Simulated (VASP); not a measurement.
Wanted: the native input for a VASP 6.6.1 run.

```yaml
Task: single point
Functional: r2SCAN
Potentials_or_basis: VASP PAW PBE potentials, release 64 (Eu)
Cutoff: 520 eV
k_mesh: 10 × 10 × 10
Occupations: methfessel-paxton, width 0.2 eV
Spin: collinear spin, ferromagnetic start
Starting_moments: "[7.31] μB"
Dipole_correction: no
Further_INCAR_settings: ALGO = Normal; EDIFF = 1e-06; NBANDS = 18
```

The system is Eu.

```xyz
1
Lattice="-2.2275 2.2275 2.2275 2.2275 -2.2275 2.2275 2.2275 2.2275 -2.2275" Properties=species:S:1:pos:R:3 pbc="T T T"
Eu    0.0000    0.0000    0.0000
```

These files were run (other wordings do the same):

POSCAR

```
Eu
1.0
   -2.2274745855      2.2274745855      2.2274745855
    2.2274745855     -2.2274745855      2.2274745855
    2.2274745855      2.2274745855     -2.2274745855
Eu
1
Direct
    0.0000000000      0.0000000000      0.0000000000
```

INCAR.step1

```
SYSTEM = Eu
ALGO = Normal
EDIFF = 1E-4
ENCUT = 520
GGA = PE
ISMEAR = 1
ISPIN = 2
LASPH = .True.
LCHARG = .False.
LMAXMIX = 6
LREAL = .False.
LWAVE = .True.
MAGMOM = 7.31
NBANDS = 18
NELM = 150
PREC = Accurate
SIGMA = 0.2
```

INCAR.step2

```
SYSTEM = Eu
ALGO = Normal
EDIFF = 1E-6
ENCUT = 520
ISIF = 2
ISMEAR = 1
ISPIN = 2
ISTART = 1
LASPH = .True.
LCHARG = .False.
LMAXMIX = 6
LMIXTAU = .True.
LORBIT = 11
LREAL = .False.
LWAVE = .False.
MAGMOM = 7.31
METAGGA = R2SCAN
NBANDS = 18
NELM = 150
PREC = Accurate
SIGMA = 0.2
```

KPOINTS

```
k-points
0
Gamma
  10 10 10
  0 0 0
```

Potentials or basis: VASP PAW PBE potentials, release 64 (Eu).

Command:

```console
$ cat potpaw_PBE.64/Eu/POTCAR > POTCAR
$ cp INCAR.step1 INCAR
$ mpirun -np 1 vasp_std > vasp.out
$ cp INCAR.step2 INCAR
$ mpirun -np 1 vasp_std > vasp.out
```

Results of the run:

```json
{"Pressure": "-0.4 GPa", "Net moment": "7.71 μB per cell", "Site moments": "Eu +6.70 μB", "Valence electrons inside the program's atomic spheres": "Eu 14.79"}
```

Caveat: the PAW data sets were made with another functional, which shifts forces and pressure a little.

Run time: 4.1 min on 1 thread of AMD EPYC 9R45 96-Core Processor (Zen 5), with other jobs on the host, peak memory 0.21 GiB.
